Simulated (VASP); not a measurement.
# Ag (I4/mmm) in VASP: further runs, part 2 of 2

VASP 6.6.1. The steps go on from the part before.

### Step 3. Single point, PBEsol (strain +0.015 along x and y, +0.030 along z)

Contents of INCAR:

```
SYSTEM = Ag
PREC = Accurate
ENCUT = 520
EDIFF = 1E-6
ISMEAR = 0
SIGMA = 0.15
LREAL = .False.
LASPH = .True.
NELM = 60
ALGO = Fast
ISIF = 2
LWAVE = .False.
LCHARG = .True.
GGA = PS
LELF = .True.
LVHAR = .True.
NBANDS = 12
```

Contents of KPOINTS:

```
Automatic mesh
0
Gamma
  20 20 20
  0 0 0
```

Contents of POSCAR:

```
Ag
1.0
    0.0000000000      2.0737465000      2.1043930000
    2.0737465000      0.0000000000      2.1043930000
    2.0737465000      2.0737465000      0.0000000000
Ag
1
Direct
    0.0000000000      0.0000000000      0.0000000000
```

Potentials or basis: VASP PAW PBE potentials, release 64 (Ag).

Command:

```bash
$ cat potpaw_PBE.64/Ag/POTCAR > POTCAR
$ mpirun -np 1 vasp_std > vasp.out
```

OUTCAR:

```text
SYSTEM = Ag
   PREC = Accurate
   ENCUT = 520
   EDIFF = 1E-6
   ISMEAR = 0
   LREAL = .False.
   LASPH = .True.
   NELM = 60
   ISIF = 2
   GGA = PS

 ion  position               nearest neighbor table
   1  0.000  0.000  0.000-

  LATTYP: Found a body centered tetragonal cell.
 ALAT       =     2.9327204252
 C/A-ratio  =     1.4351132702

  Lattice vectors:

 A1 = (  -2.0737465000,   0.0000000000,   2.1043930000)
 A2 = (   2.0737465000,   0.0000000000,   2.1043930000)
 A3 = (   0.0000000000,   2.0737465000,  -2.1043930000)

Analysis of symmetry for initial positions (statically):
=====================================================================
 Subroutine PRICEL returns:
 Original cell was already a primitive cell.

 Routine SETGRP: Setting up the symmetry group for a
 body centered tetragonal supercell.

 Subroutine GETGRP returns: Found 16 space group operations
 (whereof 16 operations were pure point group operations)
 out of a pool of 16 trial point group operations.

The static configuration has the point symmetry D_4h.

Analysis of symmetry for dynamics (positions and initial velocities):
=====================================================================
 Subroutine PRICEL returns:
 Original cell was already a primitive cell.

 Routine SETGRP: Setting up the symmetry group for a
 body centered tetragonal supercell.

 Subroutine GETGRP returns: Found 16 space group operations
 (whereof 16 operations were pure point group operations)
 out of a pool of 16 trial point group operations.

The dynamic configuration has the point symmetry D_4h.

 Subroutine INISYM returns: Found 16 space group operations
 (whereof 16 operations are pure point group operations),
 and found     1 'primitive' translations

----------------------------------------------------------------------------------------

                                     Primitive cell

  volume of cell :      18.0996

  direct lattice vectors                    reciprocal lattice vectors
     0.000000000  2.073746500  2.104393000    -0.241109509  0.241109509  0.237598205
     2.073746500  0.000000000  2.104393000     0.241109509 -0.241109509  0.237598205
     2.073746500  2.073746500  0.000000000     0.241109509  0.241109509 -0.237598205

  length of vectors
     2.954470248  2.954470248  2.932720425     0.415596556  0.415596556  0.415596556

  position of ions in fractional coordinates (direct lattice)
     0.000000000  0.000000000  0.000000000

  ion indices of the primitive-cell ions
   primitive index   ion index
                 1           1

----------------------------------------------------------------------------------------

 KPOINTS: Automatic mesh

Automatic generation of k-mesh.
 Grid dimensions read from file:
 generate k-points for:   20   20   20

 Generating k-lattice:

  Cartesian coordinates                     Fractional coordinates (reciprocal lattice)
    -0.012055475  0.012055475  0.011879910     0.050000000  0.000000000  0.000000000
     0.012055475 -0.012055475  0.011879910     0.000000000  0.050000000  0.000000000
     0.012055475  0.012055475 -0.011879910    -0.000000000 -0.000000000  0.050000000

  Length of vectors
     0.020779828  0.020779828  0.020779828

  Shift w.r.t. Gamma in fractional coordinates (k-lattice)
     0.000000000  0.000000000  0.000000000

 Subroutine IBZKPT returns following result:
 ===========================================

 Found    641 irreducible k-points:

 Following reciprocal coordinates:
            Coordinates               Weight
  0.000000  0.000000  0.000000      1.000000
  0.050000  0.000000  0.000000      8.000000
  0.100000  0.000000  0.000000      8.000000
  0.150000 -0.000000  0.000000      8.000000
  0.200000  0.000000  0.000000      8.000000
  0.250000  0.000000  0.000000      8.000000
[... 16 lines left out ...]
 -0.400000  0.050000  0.000000      8.000000
 -0.350000  0.050000  0.000000      8.000000
 [... further k-points ...]
   k-points           NKPTS =    641   k-points in BZ     NKDIM =    641   number of bands    NBANDS=     12
   number of dos      NEDOS =    301   number of ions     NIONS =      1
   total plane-waves  NPLWV =  13824
   dimension x,y,z NGX =    24 NGY =   24 NGZ =   24
   dimension x,y,z NGXF=    48 NGYF=   48 NGZF=   48
   ions per type =               1
   NGX,Y,Z   is equivalent  to a cutoff of  13.50, 13.50, 13.60 a.u.
   NGXF,Y,Z  is equivalent  to a cutoff of  27.01, 27.01, 27.21 a.u.
 SYSTEM =  Ag
   PREC   = accura    normal or accurate (medium, high low for compatibility)
   ISTART =      0    job   : 0-new  1-cont  2-samecut
   ICHARG =      2    charge: 1-file 2-atom 10-const
   ISPIN  =      1    spin polarized calculation?
   LNONCOLLINEAR =      F non collinear calculations
   LSORBIT =      F    spin-orbit coupling
   LASPH  =      T    aspherical Exc in radial PAW
   ENCUT  =  520.0 eV  38.22 Ry    6.18 a.u.   5.49  5.49  5.45*2*pi/ulx,y,z
   NELM   =     60;   NELMIN=  2; NELMDL= -5     # of ELM steps
   EDIFF  = 0.1E-05   stopping-criterion for ELM
   LREAL  =      F    real-space projection
   EDIFFG = 0.1E-04   stopping-criterion for IOM
   NSW    =      0    number of steps for IOM
   IBRION =     -1    ionic relax: 0-MD 1-quasi-New 2-CG
   NFREE  =      0    steps in history (QN), initial steepest desc. (CG)
   ISIF   =      2    stress and relaxation
   ISYM   =      2    0-nonsym 1-usesym 2-fastsym
   POTIM  = 0.5000    time-step for ionic-motion
   TEBEG  =    0.0;   TEEND  =   0.0 temperature during run
   PSTRESS=    0.0 pullay stress
   NELECT =      11.0000    total number of electrons
   NUPDOWN=      -1.0000    fix difference up-down
   EMIN   =  10.00;   EMAX   =-10.00  energy-range for DOS
   EFERMI =   0.00;   METHOD = LEGACY
   ISMEAR =     0;   SIGMA  =   0.15  broadening in eV -4-tet -1-fermi 0-gaus
   EFERMI_NEDOS =   21; number of points for ismear=-14 and -15
   IALGO  =     68    algorithm
   IMIX   =      4    mixing-type and parameters
     AMIX     =   0.40;   BMIX     =  1.00
     AMIX_MAG =   1.60;   BMIX_MAG =  1.00
  volume/ion in A,a.u.               =      18.10       122.14
  Fermi-wavevector in a.u.,A,eV,Ry     =   1.386702  2.620486 26.163203  1.922941
  Thomas-Fermi vector in A             =   2.510992
   LORBIT       =      0    0 simple, 1 ext, 2 COOP (PROOUT), +10 PAW based schemes
   GGA     = PS    functional components
   LHFCALC =     F    Hartree Fock is set to
   AEXX    =    0.0000 exact exchange contribution
   IVDW    =     0    specifies the selected vdW correction
   LEPSILON=     F    determine dielectric tensor
   LRPA    =     F    only Hartree local field effects (RPA)
 non-spin polarized calculation
 RMM-DIIS sequential band-by-band and
 Gauss-broadening in eV      SIGMA  =   0.15
  energy-cutoff  :      520.00
  volume of cell :       18.10
 maximum number of plane-waves:       531
 NGX is ok and might be reduce to    24
   NGX = 11   NGY = 11   NGZ = 11

 number of electron      11.0000001 magnetization

 Free energy of the ion-electron system (eV)
  ---------------------------------------------------
  ext. energy  EPLUGINS =         0.00000000
  ---------------------------------------------------
  free energy    TOTEN  =        -3.27322901 eV

  energy without entropy =       -3.27087773  energy(sigma->0) =       -3.27205337

 E-fermi :   7.4097     XC(G=0): -12.0591

 val. band max:        7.3935058028   @ k =  -0.1500   0.3500   0.2000
 cond. band min:       7.4268529487   @ k =   0.4500   0.3500   0.0000
 fundamental gap:      0.0333471459
 Fermi energy:         7.4097336927

 k-point     1 :       0.0000    0.0000    0.0000
  band No.  band energies     occupation
      1       0.0306      2.00000
      2       2.8108      2.00000
      3       2.8962      2.00000
      4       2.8962      2.00000
      5       3.7639      2.00000
      6       3.8518      2.00000
      7      23.2761      0.00000
      8      26.3899      0.00000
      9      26.5456      0.00000
     10      26.5456      0.00000
     11      31.1722      0.00000
     12      31.8852      0.00000
[... 331 lines left out ...]
 k-point    24 :      -0.3500    0.0500    0.0000
  band No.  band energies     occupation
      1       1.5272      2.00000
      2       2.8822      2.00000
      3       2.9954      2.00000
      4       4.1197      2.00000
      5       4.2057      2.00000
      6       5.2280      2.00000
      7      13.8424      0.00000
      8      22.6055      0.00000
      9      24.3575      0.00000
     10      25.9818      0.00000
     11      29.4694      0.00000
     12      29.6267      0.00000

 [... further k-points ...]
[... 5 lines left out ...]
  --------------------------------------------------------------------------------------
  -------------------------------------------------------------------------------------
  Total       -0.8692602     -0.8692602     -0.9240291      0.0000000     -0.0000000      0.0000000
  in kB      -76.9470865    -76.9470865    -81.7952424      0.0000000     -0.0000000      0.0000000
  external PRESSURE =     -78.5631385 kB  Pullay stress =       0.0000000 kB

 VOLUME and BASIS-vectors are now :
 -----------------------------------------------------------------------------
  energy-cutoff  :      520.00
  volume of cell :       18.10
      direct lattice vectors                 reciprocal lattice vectors
     0.000000000  2.073746500  2.104393000    -0.241109509  0.241109509  0.237598205
     2.073746500  0.000000000  2.104393000     0.241109509 -0.241109509  0.237598205
     2.073746500  2.073746500  0.000000000     0.241109509  0.241109509 -0.237598205

 POSITION                                       TOTAL-FORCE (eV/Angst)
 -----------------------------------------------------------------------------------
      0.00000      0.00000      0.00000         0.000000      0.000000     -0.000000
 -----------------------------------------------------------------------------------
    total drift:                                0.000000     -0.000000     -0.000000

  FREE ENERGIE OF THE ION-ELECTRON SYSTEM (eV)
  ---------------------------------------------------
  free  energy   TOTEN  =        -3.2732290057 eV

  energy  without entropy=       -3.2708777327  energy(sigma->0) =       -3.27205337
```

OSZICAR:

```text
N       E                     dE             d eps       ncg     rms          rms(c)
DAV:   1     0.509095667167E+02    0.50910E+02   -0.54300E+03 15520   0.821E+02
DAV:   2    -0.278205653477E+01   -0.53692E+02   -0.50591E+02 17788   0.190E+02
DAV:   3    -0.359885568634E+01   -0.81680E+00   -0.81629E+00 18216   0.250E+01
DAV:   4    -0.360135459491E+01   -0.24989E-02   -0.24988E-02 17752   0.144E+00
DAV:   5    -0.360137494634E+01   -0.20351E-04   -0.20351E-04 18156   0.117E-01    0.480E+00
RMM:   6    -0.328341825288E+01    0.31796E+00   -0.51758E-01 15496   0.643E+00    0.288E+00
RMM:   7    -0.327656188201E+01    0.68564E-02   -0.89158E-03 17093   0.107E+00    0.174E+00
RMM:   8    -0.327324745063E+01    0.33144E-02   -0.63716E-04 17775   0.261E-01    0.202E-01
RMM:   9    -0.327323060614E+01    0.16844E-04   -0.10363E-04 18637   0.868E-02    0.554E-02
RMM:  10    -0.327322848717E+01    0.21190E-05   -0.17243E-05 18423   0.326E-02    0.171E-02
RMM:  11    -0.327322900568E+01   -0.51852E-06   -0.46423E-06 15679   0.136E-02
   1 F= -.32732290E+01 E0= -.32720534E+01  d E =-.235127E-02
```

Wall time 1.8 min (1 thread of AMD EPYC 7R13 (Zen 3), shared host); peak memory 0.22 GiB.

What came out:

* Free energy: -3.2732 eV
* Pressure: -7.9 GPa

Stress tensor (GPa, compression positive):
```
-7.69  0.00  0.00
 0.00 -7.69  0.00
 0.00  0.00 -8.18
```

Caveat: the cell differs from its parent crystal (strain +0.015 along x and y, +0.030 along z); the PAW data sets were made with another functional, which shifts forces and pressure a little.
